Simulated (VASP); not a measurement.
Set up this calculation in VASP 6.6.1, as the native input.

- Task: single point
- Functional: r2SCAN
- Potentials or basis: VASP PAW PBE potentials, release 64 (Nb_sv)
- Cutoff: 520 eV
- k mesh: 13 × 13 × 13
- Occupations: gaussian, width 0.03 eV
- Spin: no spin polarisation
- Dipole correction: no
- Further INCAR settings: ALGO = Normal; EDIFF = 1e-06; NBANDS = 12

Nb:

```xyz
1
Lattice="-1.6511 1.6511 1.6511 1.6511 -1.6511 1.6511 1.6511 1.6511 -1.6511" Properties=species:S:1:pos:R:3 pbc="T T T"
Nb    0.0000    0.0000    0.0000
```

These files were run (other wordings do the same):

POSCAR

```
Nb
1.0
   -1.6511317439      1.6511317439      1.6511317439
    1.6511317439     -1.6511317439      1.6511317439
    1.6511317439      1.6511317439     -1.6511317439
Nb
1
Direct
    0.0000000000      0.0000000000      0.0000000000
```

INCAR.step1

```
  ALGO = Normal
  EDIFF = 1E-4
  ENCUT = 520
  GGA = PE
  ISMEAR = 0
  LASPH = True
  LCHARG = False
  LREAL = False
  LWAVE = True
  NBANDS = 12
  NELM = 100
  PREC = Accurate
  SIGMA = 0.03
```

INCAR.step2

```
  ALGO = Normal
  EDIFF = 1E-6
  ENCUT = 520
  ISIF = 2
  ISMEAR = 0
  ISTART = 1
  LASPH = True
  LCHARG = False
  LMIXTAU = True
  LREAL = False
  LWAVE = False
  METAGGA = R2SCAN
  NBANDS = 12
  NELM = 100
  PREC = Accurate
  SIGMA = 0.03
```

KPOINTS

```
k-points
0
Gamma
  13 13 13
```

Potentials or basis: VASP PAW PBE potentials, release 64 (Nb_sv).

The run is started by

```sh
$ cat potpaw_PBE.64/Nb_sv/POTCAR > POTCAR
$ cp INCAR.step1 INCAR
$ mpirun -np 1 vasp_std > vasp.out
$ cp INCAR.step2 INCAR
$ mpirun -np 1 vasp_std > vasp.out
```

Results of the run:

```
Pressure               : -0.8 GPa
Band gap on the k mesh : zero (an odd number of electrons rules out a gap without spin polarisation)
```

Caveat: the PAW data sets were made with another functional, which shifts forces and pressure a little.

Run time: 23 s on 1 thread of Intel(R) Xeon(R) 6975P-C (Granite Rapids) (shared host), peak memory 0.15 GiB.
